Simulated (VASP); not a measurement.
Runs of VASP 6.6.1 on SnTe3. The structure is that of space group Fm-3m (No. 225), or close to it. The cells are those of the table. 

| task | cell | cutoff (eV) | pressure (GPa) |
| --- | --- | --- | --- |
| single point | a = 5.470 Å, angles 60.0°, 4 atoms | 520 | 0.0 |
| relaxation of cell and atoms | relaxed from a = 5.470 Å, angles 60.0°, 4 atoms | 600 | 0.0 |
| single point | a = 5.451 Å, angles 60.0°, 4 atoms | 520 | 0.4 |
| single point | a = 5.488 Å, angles 60.0°, 4 atoms | 520 | (a) |

Alike in all rows: level PBE; potentials or basis VASP PAW PBE potentials, release 64 (Sn_d, Te); no spin polarisation; k mesh 5 × 5 × 5; smearing fermi-dirac 0.02 eV.

Task: Estimate the missing entries.

Result: (a) -0.5.

Caveats: the relaxation stopped at its first step, so nothing moved (some runs).
